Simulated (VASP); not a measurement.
Set up this calculation in VASP 6.6.1, as the native input.

| Item | Value |
| --- | --- |
| Task | single point |
| Functional | PBEsol |
| Dispersion | D3(BJ) |
| Potentials or basis | VASP PAW PBE potentials, release 64 (C) |
| Cutoff | 520 eV |
| k mesh | 15 × 15 × 15 |
| Occupations | gaussian, width 0.05 eV |
| Spin | no spin polarisation |
| Dipole correction | no |
| Further INCAR settings | ALGO = Normal; EDIFF = 1e-06; NBANDS = 11 |

The structure of C lies in POSCAR:

```
C
1.0
    1.2290461105      0.7095901028      3.2829684898
   -1.2290461105      0.7095901028      3.2829684898
    0.0000000000     -1.4191802055      3.2829684898
C
2
Direct
    0.1903220011      0.1903220011      0.1480440721
    0.8096779989      0.8096779989      0.8519559279
```

This cell differs from its parent crystal: atoms displaced along a vibrational mode.

The input as run:

INCAR

```
SYSTEM = C
PREC = Accurate
ENCUT = 520
EDIFF = 1E-6
ISMEAR = 0
SIGMA = 0.05
LREAL = .False.
LASPH = .True.
NELM = 80
ALGO = Normal
ISIF = 2
LWAVE = .False.
LCHARG = .False.
GGA = PS
IVDW = 12
NBANDS = 11
```

KPOINTS

```
regular mesh
0
Gamma
  15 15 15
  0 0 0
```

Potentials or basis: VASP PAW PBE potentials, release 64 (C).

The run is started by

```sh
$ cat potpaw_PBE.64/C/POTCAR > POTCAR
$ mpirun -np 1 vasp_std > vasp.out
```

It gave:

| Property | Result |
| --- | --- |
| Pressure | 4.0 GPa |
| Largest force | 5.973 eV/Å |
| Dispersion energy per atom | -0.113 eV |

Caveat: the cell differs from its parent crystal (atoms displaced along a vibrational mode); the cell stands under pressure; the PAW data sets were made with another functional, which shifts forces and pressure a little.

Run time: 5.7 min on 1 thread of AMD EPYC 7R13 (shared host), peak memory 0.24 GiB.
